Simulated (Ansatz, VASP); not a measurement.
**One calculation of MgS, two programs**

POSCAR

```
MgS
1.0
    4.0346224068      0.0000000000      0.0000000000
   -2.0173112034      3.4940854990      0.0000000000
    0.0000000000      0.0000000000      6.4322941800
S Mg
2 2
Direct
    0.6666666667      0.3333333333      0.8792441500
    0.3333333333      0.6666666667      0.3792441500
    0.3333333333      0.6666666667      0.9957548500
    0.6666666667      0.3333333333      0.4957548500
```

INCAR.step1

```
PREC     = Accurate       # precision mode
ENCUT    = 520            # plane-wave cutoff, eV
ISMEAR   = -1             # smearing method
SIGMA    = 0.05           # smearing width, eV
LREAL    = F              # projectors in reciprocal space
LASPH    = T              # aspherical terms in the spheres
NELM     = 100            # most SCF steps
NBANDS   = 16             # bands
GGA      = PE             # functional
ALGO     = Normal         # electronic algorithm
EDIFF    = 1E-4           # SCF threshold, eV
LWAVE    = T              # write WAVECAR
LCHARG   = F              # write CHGCAR
```

Contents of INCAR.step2:

```
PREC     = Accurate       # precision mode
ENCUT    = 520            # plane-wave cutoff, eV
EDIFF    = 1E-7           # SCF threshold, eV
ISMEAR   = -1             # smearing method
SIGMA    = 0.05           # smearing width, eV
LREAL    = F              # projectors in reciprocal space
LASPH    = T              # aspherical terms in the spheres
NELM     = 100            # most SCF steps
ALGO     = Normal         # electronic algorithm
ISIF     = 2              # what is computed and relaxed
LWAVE    = F              # write WAVECAR
LCHARG   = F              # write CHGCAR
METAGGA  = R2SCAN         # meta-GGA
LMIXTAU  = T            
NBANDS   = 16             # bands
ISTART   = 1
```

Contents of KPOINTS:

```
Automatic mesh
0
Gamma
  8 8 4
```

File input.yaml:

```yaml
crystal:
  lattice:
    - [4.0346224068, 0.0, 0.0]
    - [-2.0173112034, 3.494085499, 0.0]
    - [0.0, 0.0, 6.43229418]
  atoms:
    - { symbol: S, position: [0.6666666667, 0.3333333333, 0.87924415] }
    - { symbol: S, position: [0.3333333333, 0.6666666667, 0.37924415] }
    - { symbol: Mg, position: [0.3333333333, 0.6666666667, 0.99575485] }
    - { symbol: Mg, position: [0.6666666667, 0.3333333333, 0.49575485] }
hamiltonian:
  xc: r2scan
  pseudopotentials: { kind: paw }
kpoints:
  mp_grid: { grid: [8, 8, 4] }
scf:
  occupations: { method: fermi_dirac, width: 0.05 }
output:
  forces: true
  stress: true
  eigenvalues: true
```

Alike in both runs: task single point; functional r2SCAN; k mesh 8 × 8 × 4; occupations fermi-dirac, width 0.05 eV; no spin polarisation.

|  | VASP | Ansatz |
| --- | --- | --- |
| version | VASP 6.6.1 | Ansatz 0.2.0 |
| potentials or method | VASP PAW PBE potentials, release 64 (S, Mg) | Ansatz PAW |
| plane-wave cutoff (eV) | 520 | 500 |
| valence electrons in the cell | 16 | 32 |

Ansatz gave:

| Property | Result |
| --- | --- |
| gap on the k mesh at the Fermi level (eV) | 4.12 |
| least direct gap on the mesh (eV) | 4.12 |
| pressure (GPa) | 0.0 |
| traceless stress, the component that is largest in VASP (GPa) | -0.12 |
| rms of the force components (eV/Å) | 0.032 |

Q: What did VASP give for the same quantities?

A: gap on the k mesh at the Fermi level (eV): 4.10; least direct gap on the mesh (eV): 4.10; pressure (GPa): -0.3; traceless stress, the component that is largest in VASP (GPa): -0.10; rms of the force components (eV/Å): 0.033.

VASP's potentials were made for PBE, not for r2SCAN. Atom by atom the forces differ by 0.001 eV/Å (rms over components). VASP's potentials hold 16 valence electrons a cell and Ansatz's 32, so a difference there can come from the potentials and not from the codes.
